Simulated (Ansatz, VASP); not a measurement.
Two plane-wave programs on InAgTe2

```
Ag Te In
1.0
    -3.31520    3.31520    6.57335
     3.31520   -3.31520    6.57335
     3.31520    3.31520   -6.57335
Ag Te In
2 4 2
Direct
  0.00000 0.00000 0.00000
  0.75000 0.25000 0.50000
  0.37500 0.36933 0.49433
  0.11933 0.62500 0.99433
  0.87500 0.88067 0.50567
  0.63067 0.12500 0.00567
  0.50000 0.50000 0.00000
  0.25000 0.75000 0.50000
```

Alike in both runs: task single point; functional PBE; k mesh 4 × 4 × 4; occupations fermi-dirac, width 0.02 eV; no spin polarisation.

```csv
,VASP,Ansatz
version,VASP 6.6.1,Ansatz 0.2.0
potentials or method,"VASP PAW PBE potentials, release 64 (Ag, Te, In_d)","plane waves, PAW"
plane-wave cutoff (eV),500,420
valence electrons in the cell,72,128
```

VASP gave:

- pressure (GPa): -1.0
- rms of the force components (eV/Å): 0.014

What did Ansatz give for the same quantities?

Pressure (GPa): -1.0; rms of the force components (eV/Å): 0.016.

The functional is the same, so the differences come from potentials, cutoffs and numerics. VASP's potentials hold 72 valence electrons a cell and Ansatz's 128, so a difference there can come from the potentials and not from the codes.

Spin-orbit coupling is off throughout.
